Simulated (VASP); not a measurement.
# Ti (I4/mmm) in VASP: single point with r2SCAN

Aim: the single point of Ti with r2SCAN.

Everything below comes from runs of VASP 6.6.1. Logs are shortened: lines on timing, memory, paths and dates and some standing lists are left out, and cuts for length are marked.

**1. The cell of the first run**

It takes space group I4/mmm (No. 139, tetragonal). The conventional cell has a = 3.545 Å, b = 3.545 Å, c = 3.282 Å, α = 90.00°, β = 90.00°, γ = 90.00°. Within 3.9 Å of Ti (site symmetry 4/mmm) lie 14 Ti at 3.00 to 3.54 Å.

**2. Single point, r2SCAN (strain +0.080 along x and y, +0.000 along z)**

File POSCAR:

```
Ti
1.0
   -1.7722800000      1.7722800000      1.6410000000
    1.7722800000     -1.7722800000      1.6410000000
    1.7722800000      1.7722800000     -1.6410000000
Ti
1
Direct
    0.0000000000      0.0000000000      0.0000000000
```

File INCAR.step1:

```
ALGO = Normal ; EDIFF = 1E-4
ENCUT = 520 ; GGA = PE
ISMEAR = 0 ; LASPH = T
LCHARG = F ; LREAL = F
LWAVE = T ; NBANDS = 12
NELM = 80 ; PREC = Accurate
SIGMA = 0.15
```

File INCAR.step2:

```
ALGO = Normal ; EDIFF = 1E-6
ENCUT = 520 ; ISIF = 2
ISMEAR = 0 ; ISTART = 1
LASPH = T ; LCHARG = T
LELF = T ; LMIXTAU = T
LREAL = F ; LVHAR = T
LWAVE = F ; METAGGA = R2SCAN
NBANDS = 12 ; NELM = 80
PREC = Accurate ; SIGMA = 0.15
```

File KPOINTS:

```
k-points
0
Gamma
  20 20 20
```

Potentials or basis: VASP PAW PBE potentials, release 64 (Ti_sv).

Launch:

```sh
> cat potpaw_PBE.64/Ti_sv/POTCAR > POTCAR
> cp INCAR.step1 INCAR
> mpirun -np 1 vasp_std > vasp.out
> cp INCAR.step2 INCAR
> mpirun -np 1 vasp_std > vasp.out
```

OUTCAR:

```text
EDIFF = 1E-6
   ENCUT = 520
   ISIF = 2
   ISMEAR = 0
   ISTART = 1
   LASPH = T
   LREAL = F
   METAGGA = R2SCAN
   NELM = 80
   PREC = Accurate

 ion  position               nearest neighbor table
   1  0.000  0.000  0.000-

  LATTYP: Found a body centered tetragonal cell.
 ALAT       =     3.5445600000
 C/A-ratio  =     0.9259259259

  Lattice vectors:

 A1 = (  -1.7722800000,   1.7722800000,   1.6410000000)
 A2 = (   1.7722800000,  -1.7722800000,   1.6410000000)
 A3 = (   1.7722800000,   1.7722800000,  -1.6410000000)

Analysis of symmetry for initial positions (statically):
=====================================================================
 Subroutine PRICEL returns:
 Original cell was already a primitive cell.

 Routine SETGRP: Setting up the symmetry group for a
 body centered tetragonal supercell.

 Subroutine GETGRP returns: Found 16 space group operations
 (whereof 16 operations were pure point group operations)
 out of a pool of 16 trial point group operations.

The static configuration has the point symmetry D_4h.

Analysis of symmetry for dynamics (positions and initial velocities):
=====================================================================
 Subroutine PRICEL returns:
 Original cell was already a primitive cell.

 Routine SETGRP: Setting up the symmetry group for a
 body centered tetragonal supercell.

 Subroutine GETGRP returns: Found 16 space group operations
 (whereof 16 operations were pure point group operations)
 out of a pool of 16 trial point group operations.

The dynamic configuration has the point symmetry D_4h.

 Subroutine INISYM returns: Found 16 space group operations
 (whereof 16 operations are pure point group operations),
 and found     1 'primitive' translations

----------------------------------------------------------------------------------------

                                     Primitive cell

  volume of cell :      20.6174

  direct lattice vectors                    reciprocal lattice vectors
    -1.772280000  1.772280000  1.641000000     0.000000000  0.282122464  0.304692261
     1.772280000 -1.772280000  1.641000000     0.282122464  0.000000000  0.304692261
     1.772280000  1.772280000 -1.641000000     0.282122464  0.282122464  0.000000000

  length of vectors
     2.995802697  2.995802697  2.995802697     0.415247466  0.415247466  0.398981414

  position of ions in fractional coordinates (direct lattice)
     0.000000000  0.000000000  0.000000000

  ion indices of the primitive-cell ions
   primitive index   ion index
                 1           1

----------------------------------------------------------------------------------------

 KPOINTS: k-points

Automatic generation of k-mesh.
 Grid dimensions read from file:
 generate k-points for:   20   20   20

 Generating k-lattice:

  Cartesian coordinates                     Fractional coordinates (reciprocal lattice)
     0.000000000  0.014106123  0.015234613     0.050000000  0.000000000  0.000000000
     0.014106123  0.000000000  0.015234613     0.000000000  0.050000000  0.000000000
     0.014106123  0.014106123  0.000000000     0.000000000  0.000000000  0.050000000

  Length of vectors
     0.020762373  0.020762373  0.019949071

  Shift w.r.t. Gamma in fractional coordinates (k-lattice)
     0.000000000  0.000000000  0.000000000

 Subroutine IBZKPT returns following result:
 ===========================================

 Found    641 irreducible k-points:

 Following reciprocal coordinates:
            Coordinates               Weight
  0.000000  0.000000  0.000000      1.000000
  0.050000  0.000000 -0.000000      8.000000
  0.100000  0.000000 -0.000000      8.000000
  0.150000 -0.000000  0.000000      8.000000
  0.200000  0.000000 -0.000000      8.000000
  0.250000  0.000000  0.000000      8.000000
[... 16 lines left out ...]
 -0.400000  0.050000  0.000000     16.000000
 -0.350000  0.050000 -0.000000     16.000000
 [... further k-points ...]
   k-points           NKPTS =    641   k-points in BZ     NKDIM =    641   number of bands    NBANDS=     12
   number of dos      NEDOS =    301   number of ions     NIONS =      1
   total plane-waves  NPLWV =  13824
   dimension x,y,z NGX =    24 NGY =   24 NGZ =   24
   dimension x,y,z NGXF=    48 NGYF=   48 NGZF=   48
   ions per type =               1
   NGX,Y,Z   is equivalent  to a cutoff of  13.32, 13.32, 13.32 a.u.
   NGXF,Y,Z  is equivalent  to a cutoff of  26.64, 26.64, 26.64 a.u.
 SYSTEM =  unknown system
   PREC   = accura    normal or accurate (medium, high low for compatibility)
   ISTART =      1    job   : 0-new  1-cont  2-samecut
   ICHARG =      0    charge: 1-file 2-atom 10-const
   ISPIN  =      1    spin polarized calculation?
   LNONCOLLINEAR =      F non collinear calculations
   LSORBIT =      F    spin-orbit coupling
   LASPH  =      T    aspherical Exc in radial PAW
   ENCUT  =  520.0 eV  38.22 Ry    6.18 a.u.   5.57  5.57  5.57*2*pi/ulx,y,z
   NELM   =     80;   NELMIN=  2; NELMDL=  0     # of ELM steps
   EDIFF  = 0.1E-05   stopping-criterion for ELM
   LREAL  =      F    real-space projection
   EDIFFG = 0.1E-04   stopping-criterion for IOM
   NSW    =      0    number of steps for IOM
   IBRION =     -1    ionic relax: 0-MD 1-quasi-New 2-CG
   NFREE  =      0    steps in history (QN), initial steepest desc. (CG)
   ISIF   =      2    stress and relaxation
   ISYM   =      2    0-nonsym 1-usesym 2-fastsym
   POTIM  = 0.5000    time-step for ionic-motion
   TEBEG  =    0.0;   TEEND  =   0.0 temperature during run
   PSTRESS=    0.0 pullay stress
   NELECT =      12.0000    total number of electrons
   NUPDOWN=      -1.0000    fix difference up-down
   EMIN   =  10.00;   EMAX   =-10.00  energy-range for DOS
   EFERMI =   0.00;   METHOD = LEGACY
   ISMEAR =     0;   SIGMA  =   0.15  broadening in eV -4-tet -1-fermi 0-gaus
   EFERMI_NEDOS =   21; number of points for ismear=-14 and -15
   IALGO  =     38    algorithm
   IMIX   =      4    mixing-type and parameters
     AMIX     =   0.40;   BMIX     =  1.00
     AMIX_MAG =   1.60;   BMIX_MAG =  1.00
  volume/ion in A,a.u.               =      20.62       139.13
  Fermi-wavevector in a.u.,A,eV,Ry     =   1.366860  2.582992 25.419865  1.868307
  Thomas-Fermi vector in A             =   2.492964
   LORBIT       =      0    0 simple, 1 ext, 2 COOP (PROOUT), +10 PAW based schemes
   METAGGA = R2SCAN    functional components
   LHFCALC =     F    Hartree Fock is set to
   AEXX    =    0.0000 exact exchange contribution
   IVDW    =     0    specifies the selected vdW correction
   LEPSILON=     F    determine dielectric tensor
   LRPA    =     F    only Hartree local field effects (RPA)
 non-spin polarized calculation
 Gauss-broadening in eV      SIGMA  =   0.15
  energy-cutoff  :      520.00
  volume of cell :       20.62
 maximum number of plane-waves:       578
   NGX = 11   NGY = 11   NGZ = 11

 number of electron      11.9999997 magnetization

 Free energy of the ion-electron system (eV)
  ---------------------------------------------------
  ext. energy  EPLUGINS =         0.00000000
  ---------------------------------------------------
  free energy    TOTEN  =       -12.66583838 eV

  energy without entropy =      -12.63666590  energy(sigma->0) =      -12.65125214

 E-fermi :   6.4455     XC(G=0): -11.5523

 val. band max:        6.4452580391   @ k =   0.3500   0.1500   0.1000
 cond. band min:       6.4460923557   @ k =   0.1500   0.1500   0.0500
 fundamental gap:      0.0008343165
 Fermi energy:         6.4455317415

 k-point     1 :       0.0000    0.0000    0.0000
  band No.  band energies     occupation
      1     -52.8737      2.00000
      2     -27.8273      2.00000
      3     -27.8208      2.00000
      4     -27.8207      2.00000
      5       0.4988      2.00000
      6       7.0623      0.00000
      7       7.5911      0.00000
      8       7.5911      0.00000
      9       8.4947      0.00000
     10       9.0911      0.00000
     11      22.8745      0.00000
     12      22.8745      0.00000

 k-point     2 :       0.0500    0.0000   -0.0000
  band No.  band energies     occupation
      1     -52.8721      2.00000
      2     -27.8352      2.00000
      3     -27.8240      2.00000
      4     -27.8231      2.00000
      5       0.5778      2.00000
      6       7.0732      0.00000
      7       7.5768      0.00000
      8       7.5949      0.00000
      9       8.4969      0.00000
     10       9.0607      0.00000
     11      22.8009      0.00000
     12      22.9229      0.00000

 k-point     3 :       0.1000    0.0000   -0.0000
  band No.  band energies     occupation
      1     -52.8672      2.00000
      2     -27.8633      2.00000
      3     -27.8334      2.00000
      4     -27.8248      2.00000
      5       0.8113      2.00000
      6       7.0661      0.00000
      7       7.5210      0.00000
      8       7.6490      0.00000
      9       8.5099      0.00000
     10       8.9871      0.00000
     11      22.4948      0.00000
     12      23.0569      0.00000

 k-point     4 :       0.1500   -0.0000    0.0000
  band No.  band energies     occupation
      1     -52.8595      2.00000
      2     -27.9075      2.00000
      3     -27.8481      2.00000
      4     -27.8266      2.00000
      5       1.1891      2.00000
      6       6.9783      0.00000
      7       7.3978      0.00000
      8       7.8236      0.00000
      9       8.5502      0.00000
     10       8.9101      0.00000
     11      21.7484      0.00000
     12      22.7637      0.00000

 k-point     5 :       0.2000    0.0000   -0.0000
  band No.  band energies     occupation
      1     -52.8499      2.00000
      2     -27.9631      2.00000
      3     -27.8665      2.00000
      4     -27.8287      2.00000
      5       1.6921      2.00000
      6       6.8207      0.00040
      7       7.2034      0.00000
      8       8.1154      0.00000
      9       8.6299      0.00000
     10       8.8618      0.00000
     11      20.5615      0.00000
     12      22.0216      0.00000
[... 228 lines left out ...]
      1     -52.8045      2.00000
      2     -28.2116      2.00000
      3     -27.9539      2.00000
      4     -27.8419      2.00000
      5       4.3080      2.00000
      6       6.0608      1.99971
      7       7.0486      0.00000
      8       8.8390      0.00000
      9       9.3037      0.00000
     10      10.0698      0.00000
     11      14.1134      0.00000
     12      18.8445      0.00000

 k-point    22 :      -0.4500    0.0500   -0.0000
  band No.  band energies     occupation
      1     -52.8080      2.00000
      2     -28.1928      2.00000
      3     -27.9475      2.00000
      4     -27.8407      2.00000
      5       4.1513      2.00000
      6       6.1164      1.99809
      7       6.8612      0.00009
      8       8.8521      0.00000
      9       9.2138      0.00000
     10       9.8936      0.00000
     11      14.7401      0.00000
     12      19.0412      0.00000

 k-point    23 :      -0.4000    0.0500    0.0000
  band No.  band energies     occupation
      1     -52.8144      2.00000
      2     -28.1579      2.00000
      3     -27.9352      2.00000
      4     -27.8389      2.00000
      5       3.7979      2.00000
      6       6.2201      1.96642
      7       6.6989      0.01691
      8       8.8597      0.00000
      9       9.0767      0.00000
     10       9.5816      0.00000
     11      15.7938      0.00000
     12      19.4221      0.00000

 k-point    24 :      -0.3500    0.0500   -0.0000
  band No.  band energies     occupation
      1     -52.8232      2.00000
      2     -28.1101      2.00000
      3     -27.9181      2.00000
      4     -27.8367      2.00000
      5       3.2589      2.00000
      6       6.3630      1.56325
      7       6.7013      0.01590
      8       8.8191      0.00000
      9       8.9496      0.00000
     10       9.1977      0.00000
     11      17.0986      0.00000
     12      19.9519      0.00000

 [... further k-points ...]
[... 5 lines left out ...]
  --------------------------------------------------------------------------------------
  -------------------------------------------------------------------------------------
  Total       -1.7716316     -1.7716316     -2.0240935      0.0000000      0.0000000      0.0000000
  in kB     -137.6736305   -137.6736305   -157.2924601      0.0000000      0.0000000      0.0000000
  external PRESSURE =    -144.2132404 kB  Pullay stress =       0.0000000 kB

 VOLUME and BASIS-vectors are now :
 -----------------------------------------------------------------------------
  energy-cutoff  :      520.00
  volume of cell :       20.62
      direct lattice vectors                 reciprocal lattice vectors
    -1.772280000  1.772280000  1.641000000     0.000000000  0.282122464  0.304692261
     1.772280000 -1.772280000  1.641000000     0.282122464  0.000000000  0.304692261
     1.772280000  1.772280000 -1.641000000     0.282122464  0.282122464  0.000000000

 POSITION                                       TOTAL-FORCE (eV/Angst)
 -----------------------------------------------------------------------------------
      0.00000      0.00000      0.00000        -0.000000     -0.000000      0.000000
 -----------------------------------------------------------------------------------
    total drift:                               -0.000000      0.000000      0.000000

  FREE ENERGIE OF THE ION-ELECTRON SYSTEM (eV)
  ---------------------------------------------------
  free  energy   TOTEN  =       -12.6658383811 eV

  energy  without entropy=      -12.6366659047  energy(sigma->0) =      -12.65125214
```

Wall time 9.5 min (1 thread of AMD EPYC 7R43 (Zen 3), shared host); peak memory 0.23 GiB.

Results:

- Free energy: -12.6658 eV
- Pressure: -14.4 GPa
- Band gap on the k mesh: zero (band 6 reaches 7.33 eV, above the bottom of band 7 at 5.89 eV)

Levels at points of the mesh, in eV from the Fermi level:
```csv
k point,band 4,band 5,band 6,band 7,band 8,band 9
"(0.00, 0.00, 0.00)",-34.27,-5.95,0.62,1.15,1.15,2.05
"(0.50, 0.00, 0.00)",-34.28,-2.16,-0.40,0.72,2.39,2.85
"(0.50, 0.50, 0.00)",-34.25,-2.25,0.20,0.24,1.97,2.53
"(0.50, 0.50, 0.50)",-34.50,-1.78,-1.67,3.29,3.29,3.34
```

Caveat: the cell differs from its parent crystal (strain +0.080 along x and y, +0.000 along z); the PAW data sets were made with another functional, which shifts forces and pressure a little.
